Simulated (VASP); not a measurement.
Wanted: the native input for a VASP 6.6.1 run.

```
Task                   : single point
Functional             : PBE
Dispersion             : D3(BJ)
Potentials or basis    : VASP PAW PBE potentials, release 64 (B, N)
Cutoff                 : 520 eV
k mesh                 : 12 × 12 × 1
Occupations            : gaussian, width 0.05 eV
Spin                   : no spin polarisation
Dipole correction      : yes
Further INCAR settings : ALGO = Normal; EDIFF = 1e-07; NBANDS = 26
```

The structure of BN lies in POSCAR:

```
BN
1.0
    2.5064381480      0.0000000000      0.0000000000
   -1.2532190740      2.1706391092      0.0000000000
    0.0000000000      0.0000000000     26.9252690826
B N
4 4
Direct
    0.6666666667      0.3333333333      0.3156885814
    0.3333333333      0.6666666667      0.4385628605
    0.6666666667      0.3333333333      0.5614371395
    0.3333333333      0.6666666667      0.6843114186
    0.3333333333      0.6666666667      0.3156885814
    0.6666666667      0.3333333333      0.4385628605
    0.3333333333      0.6666666667      0.5614371395
    0.6666666667      0.3333333333      0.6843114186
```

These files were run (other wordings do the same):

INCAR

```
ALGO = Normal
DIPOL = 0.5 0.5 0.500
EDIFF = 1E-7
ENCUT = 520
GGA = PE
IDIPOL = 3
ISIF = 2
ISMEAR = 0
IVDW = 12
LASPH = True
LCHARG = False
LDIPOL = True
LREAL = False
LWAVE = False
NBANDS = 26
NELM = 100
PREC = Accurate
SIGMA = 0.05
```

KPOINTS

```
k-points
0
Gamma
  12 12 1
```

Potentials or basis: VASP PAW PBE potentials, release 64 (B, N).

Run with:

```console
$ cat potpaw_PBE.64/B/POTCAR potpaw_PBE.64/N/POTCAR > POTCAR
$ mpirun -np 1 vasp_std > vasp.out
```

It gave:

```json
{
  "Largest force": "0.029 eV/Å",
  "Band gap on the k mesh": "4.32 eV, indirect (least direct gap 4.67 eV)",
  "Dispersion energy per atom": "-0.124 eV"
}
```

It used 410 s of CPU time on 1 thread of AMD EPYC 7R13 Processor (Zen 3), on a shared host.
